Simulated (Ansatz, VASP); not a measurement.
## Two plane-wave programs on Al2Cu

```
Al Cu
1.0
     4.10518    0.00000    0.00000
     0.00000    4.10518    0.00000
     0.00000    0.00000    2.89131
Al Cu
2 1
Direct
  0.50000 0.00000 0.50000
  0.00000 0.50000 0.50000
  0.00000 0.00000 0.00000
```

Alike in both runs: task relaxation of cell and atoms; functional PBEsol; k mesh 10 × 10 × 14; occupations gaussian, width 0.1 eV; no spin polarisation.

|  | VASP | Ansatz |
| --- | --- | --- |
| version | VASP 6.6.1 | Ansatz 0.2.0 |
| potentials or method | VASP PAW PBE potentials, release 64 (Al, Cu), cutoff 600 eV | scalar-relativistic, plane waves, PAW |
| valence electrons in the cell | 17 | 25 |

|  | VASP | Ansatz | Ansatz less VASP |
| --- | --- | --- | --- |
| gap on the k mesh at the Fermi level, each at its own relaxed structure (eV) | none | none | - |
| relaxed volume (Å³/atom) | 15.87 | 15.82 | -0.048 |
| relaxed cell length with the largest relative difference (Å) | 2.849 | 2.846 | -0.0031 |

VASP's potentials were made for PBE, not for PBEsol, and Ansatz warns of the same on its side. A gap of «none» marks a metal or a gap that the smearing closes. VASP's potentials hold 17 valence electrons a cell and Ansatz's 25, so a difference there can come from the potentials and not from the codes.
